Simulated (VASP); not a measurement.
# ScSi2 in VASP: a series of runs

ScSi2 is run at these levels: PBE; tasks: single point, relaxation of cell and atoms.

Program: VASP 6.6.1. These are calculated values, not measurements. Logs are shortened: lines on timing, memory, paths and dates and some standing lists are left out, and cuts for length are marked.

### 1 The cell of the first run

It takes space group P4mm (No. 99, tetragonal). Conventional cell: a = 4.139 Å, b = 4.139 Å, c = 3.308 Å, α = 90.00°, β = 90.00°, γ = 90.00°. Sc (site symmetry 4mm) has 4 Si at 2.07 Å within 2.7 Å. Si (site symmetry 2mm) has 2 Sc at 2.07 Å within 2.7 Å.

The cell was generated, and may not be a known phase.

### 2 Single point, PBE

INCAR reads:

```
PREC = Accurate
ENCUT = 520
EDIFF = 1E-6
ISMEAR = 0
SIGMA = 0.1
LREAL = F
LASPH = T
NELM = 100
ALGO = Normal
ISIF = 2
LWAVE = F
LCHARG = F
GGA = PE
NBANDS = 16
```

KPOINTS reads:

```
Automatic mesh
0
Gamma
  4 4 6
```

POSCAR reads:

```
ScSi2
1.0
    4.1391191000      0.0000000000      0.0000000000
    0.0000000000      4.1391191000      0.0000000000
    0.0000000000      0.0000000000      3.3076427000
Sc Si
1 2
Direct
    0.0000000000      0.0000000000      0.7706334800
    0.5000000000      0.0000000000      0.7546148500
    0.0000000000      0.5000000000      0.7546148500
```

Potentials or basis: VASP PAW PBE potentials, release 64 (Sc_sv, Si).

The run is started by

```bash
> cat potpaw_PBE.64/Sc_sv/POTCAR potpaw_PBE.64/Si/POTCAR > POTCAR
> mpirun -np 1 vasp_std > vasp.out
```

OUTCAR:

```text
PREC = Accurate
   ENCUT = 520
   EDIFF = 1E-6
   ISMEAR = 0
   LREAL = F
   LASPH = T
   NELM = 100
   ISIF = 2
   GGA = PE

 ion  position               nearest neighbor table
   1  0.000  0.000  0.771-   2 2.07   3 2.07   3 2.07   2 2.07
   2  0.500  0.000  0.755-   1 2.07   1 2.07   3 2.93   3 2.93   3 2.93   3 2.93
   3  0.000  0.500  0.755-   1 2.07   1 2.07   2 2.93   2 2.93   2 2.93   2 2.93

  LATTYP: Found a simple tetragonal cell.
 ALAT       =     4.1391191000
 C/A-ratio  =     0.7991175465

  Lattice vectors:

 A1 = (   4.1391191000,   0.0000000000,   0.0000000000)
 A2 = (   0.0000000000,   4.1391191000,   0.0000000000)
 A3 = (   0.0000000000,   0.0000000000,   3.3076427000)

Analysis of symmetry for initial positions (statically):
=====================================================================
 Subroutine PRICEL returns:
 Original cell was already a primitive cell.

 Routine SETGRP: Setting up the symmetry group for a
 simple tetragonal supercell.

 Subroutine GETGRP returns: Found  8 space group operations
 (whereof  8 operations were pure point group operations)
 out of a pool of 16 trial point group operations.

The static configuration has the point symmetry C_4v.

Analysis of symmetry for dynamics (positions and initial velocities):
=====================================================================
 Subroutine PRICEL returns:
 Original cell was already a primitive cell.

 Routine SETGRP: Setting up the symmetry group for a
 simple tetragonal supercell.

 Subroutine GETGRP returns: Found  8 space group operations
 (whereof  8 operations were pure point group operations)
 out of a pool of 16 trial point group operations.

The dynamic configuration has the point symmetry C_4v.

 Subroutine INISYM returns: Found  8 space group operations
 (whereof  8 operations are pure point group operations),
 and found     1 'primitive' translations

----------------------------------------------------------------------------------------

                                     Primitive cell

  volume of cell :      56.6675

  direct lattice vectors                    reciprocal lattice vectors
     4.139119100  0.000000000  0.000000000     0.241597300  0.000000000  0.000000000
     0.000000000  4.139119100  0.000000000     0.000000000  0.241597300  0.000000000
     0.000000000  0.000000000  3.307642700     0.000000000  0.000000000  0.302330116

  length of vectors
     4.139119100  4.139119100  3.307642700     0.241597300  0.241597300  0.302330116

  position of ions in fractional coordinates (direct lattice)
     0.000000000  0.000000000  0.770633480
     0.500000000  0.000000000  0.754614850
     0.000000000  0.500000000  0.754614850

  ion indices of the primitive-cell ions
   primitive index   ion index
                 1           1
                 2           2
                 3           3

----------------------------------------------------------------------------------------

 KPOINTS: Automatic mesh

Automatic generation of k-mesh.
 Grid dimensions read from file:
 generate k-points for:    4    4    6

 Generating k-lattice:

  Cartesian coordinates                     Fractional coordinates (reciprocal lattice)
     0.060399325  0.000000000  0.000000000     0.250000000  0.000000000  0.000000000
     0.000000000  0.060399325  0.000000000     0.000000000  0.250000000  0.000000000
     0.000000000  0.000000000  0.050388353     0.000000000  0.000000000  0.166666667

  Length of vectors
     0.060399325  0.060399325  0.050388353

  Shift w.r.t. Gamma in fractional coordinates (k-lattice)
     0.000000000  0.000000000  0.000000000

 Subroutine IBZKPT returns following result:
 ===========================================

 Found     24 irreducible k-points:

 Following reciprocal coordinates:
            Coordinates               Weight
  0.000000  0.000000  0.000000      1.000000
  0.250000  0.000000  0.000000      4.000000
  0.500000  0.000000  0.000000      2.000000
  0.250000  0.250000  0.000000      4.000000
  0.500000  0.250000  0.000000      4.000000
  0.500000  0.500000  0.000000      1.000000
[... 16 lines left out ...]
  0.500000  0.250000  0.500000      4.000000
  0.500000  0.500000  0.500000      1.000000
   k-points           NKPTS =     24   k-points in BZ     NKDIM =     24   number of bands    NBANDS=     16
   number of dos      NEDOS =    301   number of ions     NIONS =      3
   total plane-waves  NPLWV =  28672
   dimension x,y,z NGX =    32 NGY =   32 NGZ =   28
   dimension x,y,z NGXF=    64 NGYF=   64 NGZF=   56
   ions per type =               1   2
   NGX,Y,Z   is equivalent  to a cutoff of  12.85, 12.85, 14.07 a.u.
   NGXF,Y,Z  is equivalent  to a cutoff of  25.71, 25.71, 28.15 a.u.
 SYSTEM =  unknown system
   PREC   = accura    normal or accurate (medium, high low for compatibility)
   ISTART =      0    job   : 0-new  1-cont  2-samecut
   ICHARG =      2    charge: 1-file 2-atom 10-const
   ISPIN  =      1    spin polarized calculation?
   LNONCOLLINEAR =      F non collinear calculations
   LSORBIT =      F    spin-orbit coupling
   LASPH  =      T    aspherical Exc in radial PAW
   ENCUT  =  520.0 eV  38.22 Ry    6.18 a.u.   7.70  7.70  6.15*2*pi/ulx,y,z
   NELM   =    100;   NELMIN=  2; NELMDL= -5     # of ELM steps
   EDIFF  = 0.1E-05   stopping-criterion for ELM
   LREAL  =      F    real-space projection
   EDIFFG = 0.1E-04   stopping-criterion for IOM
   NSW    =      0    number of steps for IOM
   IBRION =     -1    ionic relax: 0-MD 1-quasi-New 2-CG
   NFREE  =      0    steps in history (QN), initial steepest desc. (CG)
   ISIF   =      2    stress and relaxation
   ISYM   =      2    0-nonsym 1-usesym 2-fastsym
   POTIM  = 0.5000    time-step for ionic-motion
   TEBEG  =    0.0;   TEEND  =   0.0 temperature during run
   PSTRESS=    0.0 pullay stress
   NELECT =      19.0000    total number of electrons
   NUPDOWN=      -1.0000    fix difference up-down
   EMIN   =  10.00;   EMAX   =-10.00  energy-range for DOS
   EFERMI =   0.00;   METHOD = LEGACY
   ISMEAR =     0;   SIGMA  =   0.10  broadening in eV -4-tet -1-fermi 0-gaus
   EFERMI_NEDOS =   21; number of points for ismear=-14 and -15
   IALGO  =     38    algorithm
   IMIX   =      4    mixing-type and parameters
     AMIX     =   0.40;   BMIX     =  1.00
     AMIX_MAG =   1.60;   BMIX_MAG =  1.00
  volume/ion in A,a.u.               =      18.89       127.47
  Fermi-wavevector in a.u.,A,eV,Ry     =   1.137316  2.149216 17.598974  1.293488
  Thomas-Fermi vector in A             =   2.274021
   LORBIT       =      0    0 simple, 1 ext, 2 COOP (PROOUT), +10 PAW based schemes
   GGA     = PE    functional components
   LHFCALC =     F    Hartree Fock is set to
   AEXX    =    0.0000 exact exchange contribution
   IVDW    =     0    specifies the selected vdW correction
   LEPSILON=     F    determine dielectric tensor
   LRPA    =     F    only Hartree local field effects (RPA)
 non-spin polarized calculation
 Gauss-broadening in eV      SIGMA  =   0.10
  energy-cutoff  :      520.00
  volume of cell :       56.67
 maximum number of plane-waves:      1544
 NGX is ok and might be reduce to    32
   NGX = 15   NGY = 15   NGZ = 13

 number of electron      18.9999994 magnetization

 Free energy of the ion-electron system (eV)
  ---------------------------------------------------
  ext. energy  EPLUGINS =         0.00000000
  ---------------------------------------------------
  free energy    TOTEN  =        -8.63215811 eV

  energy without entropy =       -8.62218900  energy(sigma->0) =       -8.62717355

 E-fermi :   5.4171     XC(G=0):  -9.9349

 val. band max:        5.3980161403   @ k =   0.0000   0.0000   0.0000
 cond. band min:       5.4236923322   @ k =   0.5000   0.0000   0.1667
 fundamental gap:      0.0256761918
 Fermi energy:         5.4170840132

 k-point     1 :       0.0000    0.0000    0.0000
  band No.  band energies     occupation
      1     -42.1857      2.00000
      2     -21.4247      2.00000
      3     -21.4247      2.00000
      4     -20.8795      2.00000
      5      -4.3678      2.00000
      6      -0.7176      2.00000
[... 8 lines left out ...]
     15      10.4006      0.00000
     16      11.0899      0.00000

 k-point     2 :       0.2500    0.0000    0.0000
  band No.  band energies     occupation
      1     -42.1827      2.00000
      2     -21.4709      2.00000
      3     -21.4233      2.00000
      4     -20.8788      2.00000
      5      -3.7811      2.00000
      6      -0.9227      2.00000
[... 8 lines left out ...]
     15      11.5232      0.00000
     16      11.7895      0.00000

 k-point     3 :       0.5000    0.0000    0.0000
  band No.  band energies     occupation
      1     -42.1797      2.00000
      2     -21.5167      2.00000
      3     -21.4220      2.00000
      4     -20.8781      2.00000
      5      -2.7057      2.00000
      6      -1.7587      2.00000
[... 8 lines left out ...]
     15      12.0316      0.00000
     16      12.0506      0.00000

 k-point     4 :       0.2500    0.2500    0.0000
  band No.  band energies     occupation
      1     -42.1797      2.00000
      2     -21.4697      2.00000
      3     -21.4689      2.00000
      4     -20.8781      2.00000
      5      -3.1755      2.00000
      6      -0.8172      2.00000
[... 8 lines left out ...]
     15      10.5762      0.00000
     16      12.6353      0.00000
[... 324 lines left out ...]
 k-point    22 :       0.2500    0.2500    0.5000
  band No.  band energies     occupation
      1     -42.1603      2.00000
      2     -21.4410      2.00000
      3     -21.4403      2.00000
      4     -21.0923      2.00000
      5      -1.5906      2.00000
      6       0.5788      2.00000
[... 8 lines left out ...]
     15      10.5687      0.00000
     16      10.8277      0.00000

 k-point    23 :       0.5000    0.2500    0.5000
  band No.  band energies     occupation
      1     -42.1574      2.00000
      2     -21.4833      2.00000
      3     -21.4393      2.00000
      4     -21.0906      2.00000
      5      -0.4552      2.00000
      6       0.2570      2.00000
[... 8 lines left out ...]
     15      11.3542      0.00000
     16      11.4281      0.00000

 k-point    24 :       0.5000    0.5000    0.5000
  band No.  band energies     occupation
      1     -42.1545      2.00000
      2     -21.4817      2.00000
      3     -21.4817      2.00000
      4     -21.0888      2.00000
      5       0.9615      2.00000
      6       0.9615      2.00000
[... 8 lines left out ...]
     15      11.4213      0.00000
     16      11.4473      0.00000

------------------------ aborting loop because EDIFF is reached ----------------------------------------

  FORCE on cell =-STRESS in cart. coord.  units (eV):
  Direction    XX          YY          ZZ          XY          YZ          ZX
  --------------------------------------------------------------------------------------
  -------------------------------------------------------------------------------------
  Total       25.7937012     25.7937012     -2.5569076      0.0000000      0.0000000      0.0000000
  in kB      729.2724554    729.2724554    -72.2921575      0.0000000      0.0000000      0.0000000
  external PRESSURE =     462.0842511 kB  Pullay stress =       0.0000000 kB

 VOLUME and BASIS-vectors are now :
 -----------------------------------------------------------------------------
  energy-cutoff  :      520.00
  volume of cell :       56.67
      direct lattice vectors                 reciprocal lattice vectors
     4.139119100  0.000000000  0.000000000     0.241597300  0.000000000  0.000000000
     0.000000000  4.139119100  0.000000000     0.000000000  0.241597300  0.000000000
     0.000000000  0.000000000  3.307642700     0.000000000  0.000000000  0.302330116

 POSITION                                       TOTAL-FORCE (eV/Angst)
 -----------------------------------------------------------------------------------
      0.00000      0.00000      2.54898         0.000000      0.000000      0.960068
      2.06956      0.00000      2.49600         0.000000      0.000000     -0.480034
      0.00000      2.06956      2.49600         0.000000     -0.000000     -0.480034
 -----------------------------------------------------------------------------------
    total drift:                               -0.000000     -0.000000      0.000145

  FREE ENERGIE OF THE ION-ELECTRON SYSTEM (eV)
  ---------------------------------------------------
  free  energy   TOTEN  =        -8.6321581060 eV

  energy  without entropy=       -8.6221890031  energy(sigma->0) =       -8.62717355
```

Wall time 13 s (1 thread of AMD EPYC 9R45 (Zen 5), shared host); peak memory 0.15 GiB.

Results:

```yaml
Free_energy: -8.6322 eV
Pressure: 46.2 GPa
Largest_force: 0.960 eV/Å
Band_gap_on_the_k_mesh: zero (an odd number of electrons rules out a gap without spin polarisation)
```

Forces in eV/Å, atoms in the order of the input:
```
Sc   0.000  0.000  0.960
Si   0.000  0.000 -0.480
Si   0.000  0.000 -0.480
```

Caveat: the k points lie up to 0.38 Å⁻¹ apart, too coarse for converged energies and pressures of a metal.

(Continued in part 2 of 3.)

The gap in the log of VASP goes by the Fermi energy; the results here count the filled bands.